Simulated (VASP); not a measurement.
# InO in VASP: notebook

Runs on InO. Level: PBE. Tasks: single point.

All numbers are computed with VASP 6.6.1; they aren't measurements. Logs are shortened: lines on timing, memory, paths and dates and some standing lists are left out, and cuts for length are marked.

## (1) The cell of the first run

The cell holds a slab with vacuum, 4 atoms: a = 3.540 Å, b = 3.540 Å, c = 15.877 Å, α = 90.00°, β = 90.00°, γ = 120.00°.

## (2) Single point, PBE (strain +0.025 along x and y, +0.000 along z)

Input file INCAR:

```
SYSTEM = InO
PREC = Accurate
ENCUT = 520
EDIFF = 1E-6
ISMEAR = 0
SIGMA = 0.03
LREAL = .FALSE.
LASPH = .TRUE.
NELM = 80
ALGO = Normal
ISIF = 2
LWAVE = .FALSE.
LCHARG = .TRUE.
GGA = PE
LELF = .TRUE.
LVHAR = .TRUE.
NBANDS = 27
```

Input file KPOINTS:

```
regular mesh
0
G
  12 12 2
  0 0 0
```

Input file POSCAR:

```
InO
1.0
    3.5399541463      0.0000000000      0.0000000000
   -1.7699770732      3.0656902189      0.0000000000
    0.0000000000      0.0000000000     15.8771000000
In O
2 2
Direct
    0.6666666667      0.3333333333      0.5900210000
    0.6666666667      0.3333333333      0.4099790000
    0.0000000000      0.0000000000      0.6398670000
    0.0000000000      0.0000000000      0.3601330000
```

Potentials or basis: VASP PAW PBE potentials, release 64 (In_d, O).

Launch:

```bash
cat potpaw_PBE.64/In_d/POTCAR potpaw_PBE.64/O/POTCAR > POTCAR
mpirun -np 1 vasp_std > vasp.out
```

OUTCAR:

```text
SYSTEM = InO
   PREC = Accurate
   ENCUT = 520
   EDIFF = 1E-6
   ISMEAR = 0
   LREAL = .FALSE.
   LASPH = .TRUE.
   NELM = 80
   ISIF = 2
   GGA = PE

 ion  position               nearest neighbor table
   1  0.667  0.333  0.590-   3 2.19   3 2.19   3 2.19   2 2.86
   2  0.667  0.333  0.410-   4 2.19   4 2.19   4 2.19   1 2.86
   3  0.000  0.000  0.640-   1 2.19   1 2.19   1 2.19
   4  0.000  0.000  0.360-   2 2.19   2 2.19   2 2.19

  LATTYP: Found a hexagonal cell.
 ALAT       =     3.5399541463
 C/A-ratio  =     4.4851145930

  Lattice vectors:

 A1 = (   3.5399541463,   0.0000000000,   0.0000000000)
 A2 = (  -1.7699770732,   3.0656902189,   0.0000000000)
 A3 = (   0.0000000000,   0.0000000000,  15.8771000000)

Analysis of symmetry for initial positions (statically):
=====================================================================
 Subroutine PRICEL returns:
 Original cell was already a primitive cell.

 Routine SETGRP: Setting up the symmetry group for a
 hexagonal supercell.

 Subroutine GETGRP returns: Found 12 space group operations
 (whereof 12 operations were pure point group operations)
 out of a pool of 24 trial point group operations.

The static configuration has the point symmetry D_3h.

Analysis of symmetry for dynamics (positions and initial velocities):
=====================================================================
 Subroutine PRICEL returns:
 Original cell was already a primitive cell.

 Routine SETGRP: Setting up the symmetry group for a
 hexagonal supercell.

 Subroutine GETGRP returns: Found 12 space group operations
 (whereof 12 operations were pure point group operations)
 out of a pool of 24 trial point group operations.

The dynamic configuration has the point symmetry D_3h.

 Subroutine INISYM returns: Found 12 space group operations
 (whereof 12 operations are pure point group operations),
 and found     1 'primitive' translations

----------------------------------------------------------------------------------------

                                     Primitive cell

  volume of cell :     172.3047

  direct lattice vectors                    reciprocal lattice vectors
     3.539954146  0.000000000  0.000000000     0.282489535  0.163095409  0.000000000
    -1.769977073  3.065690219  0.000000000     0.000000000  0.326190818  0.000000000
     0.000000000  0.000000000 15.877100000     0.000000000  0.000000000  0.062983794

  length of vectors
     3.539954146  3.539954146 15.877100000     0.326190818  0.326190818  0.062983794

[... 78 lines left out ...]
   ISPIN  =      1    spin polarized calculation?
   LNONCOLLINEAR =      F non collinear calculations
   LSORBIT =      F    spin-orbit coupling
   LASPH  =      T    aspherical Exc in radial PAW
   ENCUT  =  520.0 eV  38.22 Ry    6.18 a.u.   6.58  6.58 29.52*2*pi/ulx,y,z
   NELM   =     80;   NELMIN=  2; NELMDL= -5     # of ELM steps
   EDIFF  = 0.1E-05   stopping-criterion for ELM
   LREAL  =      F    real-space projection
[... 7 lines left out ...]
   TEBEG  =    0.0;   TEEND  =   0.0 temperature during run
   PSTRESS=    0.0 pullay stress
   NELECT =      38.0000    total number of electrons
   NUPDOWN=      -1.0000    fix difference up-down
   EMIN   =  10.00;   EMAX   =-10.00  energy-range for DOS
   EFERMI =   0.00;   METHOD = LEGACY
   ISMEAR =     0;   SIGMA  =   0.03  broadening in eV -4-tet -1-fermi 0-gaus
   EFERMI_NEDOS =   21; number of points for ismear=-14 and -15
   IALGO  =     38    algorithm
   IMIX   =      4    mixing-type and parameters
     AMIX     =   0.40;   BMIX     =  1.00
     AMIX_MAG =   1.60;   BMIX_MAG =  1.00
  volume/ion in A,a.u.               =      43.08       290.69
  Fermi-wavevector in a.u.,A,eV,Ry     =   0.989093  1.869114 13.310639  0.978304
  Thomas-Fermi vector in A             =   2.120667
   LORBIT       =      0    0 simple, 1 ext, 2 COOP (PROOUT), +10 PAW based schemes
   GGA     = PE    functional components
   LHFCALC =     F    Hartree Fock is set to
   AEXX    =    0.0000 exact exchange contribution
   IVDW    =     0    specifies the selected vdW correction
   LEPSILON=     F    determine dielectric tensor
   LRPA    =     F    only Hartree local field effects (RPA)
 non-spin polarized calculation
 Gauss-broadening in eV      SIGMA  =   0.03
  energy-cutoff  :      520.00
  volume of cell :      172.30
 maximum number of plane-waves:      4727
 NGX is ok and might be reduce to    28
   NGX = 13   NGY = 13   NGZ = 59

 number of electron      38.0000005 magnetization

 Free energy of the ion-electron system (eV)
  ---------------------------------------------------
  ext. energy  EPLUGINS =         0.00000000
  ---------------------------------------------------
  free energy    TOTEN  =       -19.34948094 eV

  energy without entropy =      -19.34948094  energy(sigma->0) =      -19.34948094

 E-fermi :  -1.8027     XC(G=0):  -4.7802

 val. band max:       -1.9714060689   @ k =   0.3333   0.3333   0.5000
 cond. band min:      -1.6073861736   @ k =   0.0000   0.0000   0.5000
 fundamental gap:      0.3640198953
 Fermi energy:        -1.8027391414

 k-point     1 :       0.0000    0.0000    0.0000
  band No.  band energies     occupation
      1     -19.1773      2.00000
      2     -19.1588      2.00000
      3     -15.3812      2.00000
      4     -15.3776      2.00000
      5     -15.3776      2.00000
      6     -15.3318      2.00000
[... 709 lines left out ...]
     26       6.3794      0.00000
     27       6.8987      0.00000

 [... further k-points ...]

------------------------ aborting loop because EDIFF is reached ----------------------------------------

  FORCE on cell =-STRESS in cart. coord.  units (eV):
  Direction    XX          YY          ZZ          XY          YZ          ZX
  --------------------------------------------------------------------------------------
  -------------------------------------------------------------------------------------
  Total       -2.9975494     -2.9975494     -0.6742888      0.0000000      0.0000000      0.0000000
  in kB      -27.8727522    -27.8727522     -6.2698830      0.0000000      0.0000000      0.0000000
  external PRESSURE =     -20.6717958 kB  Pullay stress =       0.0000000 kB

 VOLUME and BASIS-vectors are now :
 -----------------------------------------------------------------------------
  energy-cutoff  :      520.00
  volume of cell :      172.30
      direct lattice vectors                 reciprocal lattice vectors
     3.539954146  0.000000000  0.000000000     0.282489535  0.163095409  0.000000000
    -1.769977073  3.065690219  0.000000000     0.000000000  0.326190818  0.000000000
     0.000000000  0.000000000 15.877100000     0.000000000  0.000000000  0.062983794

 POSITION                                       TOTAL-FORCE (eV/Angst)
 -----------------------------------------------------------------------------------
      1.76998      1.02190      9.36782         0.000000      0.000000      0.400905
      1.76998      1.02190      6.50928         0.000000      0.000000     -0.400905
      0.00000      0.00000     10.15923        -0.000000      0.000000     -0.395750
      0.00000      0.00000      5.71787        -0.000000      0.000000      0.395750
 -----------------------------------------------------------------------------------
    total drift:                               -0.000000      0.000000      0.000000

  FREE ENERGIE OF THE ION-ELECTRON SYSTEM (eV)
  ---------------------------------------------------
  free  energy   TOTEN  =       -19.3494809410 eV

  energy  without entropy=      -19.3494809410  energy(sigma->0) =      -19.34948094
```

OSZICAR:

```text
N       E                     dE             d eps       ncg     rms          rms(c)
DAV:   1     0.389651622873E+03    0.38965E+03   -0.17642E+04  2060   0.140E+03
DAV:   2     0.414193350902E+02   -0.34823E+03   -0.33439E+03  2243   0.370E+02
DAV:   3    -0.208285223796E+02   -0.62248E+02   -0.61027E+02  2658   0.170E+02
[... 13 lines left out ...]
DAV:  17    -0.193494452941E+02   -0.25192E-04   -0.65161E-06  2561   0.249E-02    0.340E-03
DAV:  18    -0.193494721933E+02   -0.26899E-04   -0.10884E-06  1689   0.717E-03    0.138E-03
DAV:  19    -0.193494771167E+02   -0.49235E-05   -0.16983E-07  1807   0.411E-03    0.130E-03
DAV:  20    -0.193494805505E+02   -0.34338E-05   -0.13264E-07  1547   0.298E-03    0.296E-04
DAV:  21    -0.193494809410E+02   -0.39051E-06   -0.36291E-08  1650   0.184E-03
   1 F= -.19349481E+02 E0= -.19349481E+02  d E =-.440208E-17
```

Wall time 6.6 min (1 thread of Intel Xeon 8259CL, shared host); peak memory 0.37 GiB.

Results:

```
Free energy            : -19.3495 eV
Largest force          : 0.401 eV/Å
Band gap on the k mesh : 0.36 eV (least direct gap 0.90 eV)
```

Forces in eV/Å, atoms in the order of the input:
```
In   0.000  0.000  0.401
In   0.000  0.000 -0.401
O    0.000  0.000 -0.396
O    0.000  0.000  0.396
```

Levels at points of the mesh, in eV from the valence-band top:
```csv
k point,band 15,band 16,band 17,band 18,band 19,band 20,band 21,band 22,band 23,band 24
"(0.00, 0.00, 0.00)",-1.54,-1.54,-1.51,-1.51,-0.54,0.36,3.25,6.29,6.30,8.19
"(0.50, 0.00, 0.00)",-2.35,-2.31,-2.25,-1.65,-0.15,2.38,3.89,5.42,6.58,7.93
"(0.00, 0.00, 0.50)",-1.54,-1.54,-1.51,-1.51,-0.54,0.36,3.25,6.05,6.77,7.43
"(0.50, 0.00, 0.50)",-2.35,-2.31,-2.25,-1.65,-0.15,2.38,3.89,5.42,6.58,7.93
```

Caveat: the cell differs from its parent crystal (strain +0.025 along x and y, +0.000 along z); spin-orbit coupling is left out, which moves the levels of the heavy elements.

## (3) Single point, PBE (strain +0.050 along x and y, -0.025 along z)

Input file INCAR:

```
PREC = Accurate
ENCUT = 520
EDIFF = 1E-7
ISMEAR = 0
SIGMA = 0.03
LREAL = F
LASPH = T
NELM = 100
ALGO = Normal
ISIF = 2
LWAVE = F
LCHARG = F
GGA = PE
NBANDS = 27
```

Input file KPOINTS:

```
Automatic mesh
0
Gamma
  12 12 2
```

Input file POSCAR:

```
InO
1.0
    3.6262944914      0.0000000000      0.0000000000
   -1.8131472457      3.1404631511      0.0000000000
    0.0000000000      0.0000000000     15.4801725000
In O
2 2
Direct
    0.6666666667      0.3333333333      0.5900210000
    0.6666666667      0.3333333333      0.4099790000
    0.0000000000      0.0000000000      0.6398670000
    0.0000000000      0.0000000000      0.3601330000
```

Potentials or basis: VASP PAW PBE potentials, release 64 (In_d, O).

Launch:

```bash
cat potpaw_PBE.64/In_d/POTCAR potpaw_PBE.64/O/POTCAR > POTCAR
mpirun -np 1 vasp_std > vasp.out
```

It took 5.5 min on 1 thread of Intel Xeon 8259CL, shared host; peak memory 0.38 GiB.

The run converged. Its results:

```
Free energy            : -19.1597 eV
Largest force          : 0.913 eV/Å
Band gap on the k mesh : 0.31 eV (least direct gap 0.76 eV)
```

Forces in eV/Å, atoms in the order of the input:
```
In   0.000  0.000  0.913
In   0.000  0.000 -0.913
O    0.000  0.000 -0.549
O    0.000  0.000  0.549
```

Levels at points of the mesh, in eV from the valence-band top:
| k point | band 17 | band 18 | band 19 | band 20 | band 21 | band 22 |
| --- | --- | --- | --- | --- | --- | --- |
| (0.00, 0.00, 0.00) | -1.42 | -1.42 | -0.45 | 0.31 | 3.23 | 6.30 |
| (0.50, 0.00, 0.00) | -2.10 | -1.41 | -0.15 | 2.38 | 3.71 | 5.57 |
| (0.00, 0.00, 0.50) | -1.42 | -1.42 | -0.45 | 0.31 | 3.23 | 6.06 |
| (0.50, 0.00, 0.50) | -2.10 | -1.41 | -0.15 | 2.38 | 3.71 | 5.57 |

Caveat: the cell differs from its parent crystal (strain +0.050 along x and y, -0.025 along z); spin-orbit coupling is left out, which moves the levels of the heavy elements.
